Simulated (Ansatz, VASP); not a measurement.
**One calculation of Sb, two programs**

File POSCAR:

```
Sb
1.0
    2.1918507273      1.2654656074      3.8114343156
   -2.1918507273      1.2654656074      3.8114343156
    0.0000000000     -2.5309312148      3.8114343156
Sb
2
Direct
    0.2336185135      0.2336185135      0.2336185135
    0.7663814865      0.7663814865      0.7663814865
```

Contents of INCAR.step1:

```
SYSTEM = Sb
  ALGO = Normal
  EDIFF = 1E-4
  ENCUT = 520
  GGA = PE
  GGA_COMPAT = .FALSE.
  ISMEAR = 0
  LASPH = .TRUE.
  LCHARG = .FALSE.
  LREAL = .FALSE.
  LSORBIT = .TRUE.
  LWAVE = .TRUE.
  MAGMOM = 0 0 0 0 0 0
  NBANDS = 22
  NELM = 150
  PREC = Accurate
  SIGMA = 0.05
```

File INCAR.step2:

```
SYSTEM = Sb
  ALGO = Normal
  EDIFF = 1E-7
  ENCUT = 520
  GGA_COMPAT = .FALSE.
  ISIF = 2
  ISMEAR = 0
  ISTART = 1
  LASPH = .TRUE.
  LCHARG = .FALSE.
  LMIXTAU = .TRUE.
  LORBIT = 11
  LORBMOM = .TRUE.
  LREAL = .FALSE.
  LSORBIT = .TRUE.
  LWAVE = .FALSE.
  MAGMOM = 0 0 0 0 0 0
  METAGGA = R2SCAN
  NBANDS = 22
  NELM = 150
  PREC = Accurate
  SIGMA = 0.05
```

Contents of KPOINTS:

```
k-points
0
G
  6 6 6
  0 0 0
```

Input for Ansatz:

```yaml
crystal:
  lattice:
    - [2.1918507273, 1.2654656074, 3.8114343156]
    - [-2.1918507273, 1.2654656074, 3.8114343156]
    - [0.0, -2.5309312148, 3.8114343156]
  atoms:
    - { symbol: Sb, position: [0.2336185135, 0.2336185135, 0.2336185135] }
    - { symbol: Sb, position: [0.7663814865, 0.7663814865, 0.7663814865] }
basis:
  ecutwfc: 500
  ecutrho_ratio: 4
kpoints:
  mp_grid: { grid: [6, 6, 6] }
hamiltonian:
  xc: r2scan
scf:
  occupations: { method: gaussian, width: 0.05 }
output:
  forces: true
  stress: true
  eigenvalues: true
  populations: true
  topological_invariants: true
magnetization:
  noncollinear: true
  spin_orbit: true
```

Alike in both runs: task single point; functional r2SCAN; k mesh 6 × 6 × 6; occupations gaussian, width 0.05 eV; non-collinear spin, spin-orbit coupling.

|  | VASP | Ansatz |
| --- | --- | --- |
| version | VASP 6.6.1 | Ansatz 0.2.0 |
| potentials or method | VASP PAW PBE potentials, release 64 (Sb), cutoff 520 eV | plane waves, PAW |
| valence electrons in the cell | 10 | 30 |

|  | VASP | Ansatz | Ansatz less VASP |
| --- | --- | --- | --- |
| pressure (GPa) | -0.9 | -1.0 | -0.09 |
| traceless stress, the component that is largest in VASP (GPa) | 0.37 | 0.39 | +0.025 |
| rms of the force components (eV/Å) | 0.171 | 0.197 | +0.0256 |
| net moment per atom (μB) | 0.00 | 0.00 | 0.000 |

VASP's potentials were made for PBE, not for r2SCAN. Atom by atom the forces differ by 0.026 eV/Å (rms over components). The functional is the same, so the differences come from potentials, cutoffs and numerics. VASP's potentials hold 10 valence electrons a cell and Ansatz's 30, so a difference there can come from the potentials and not from the codes.
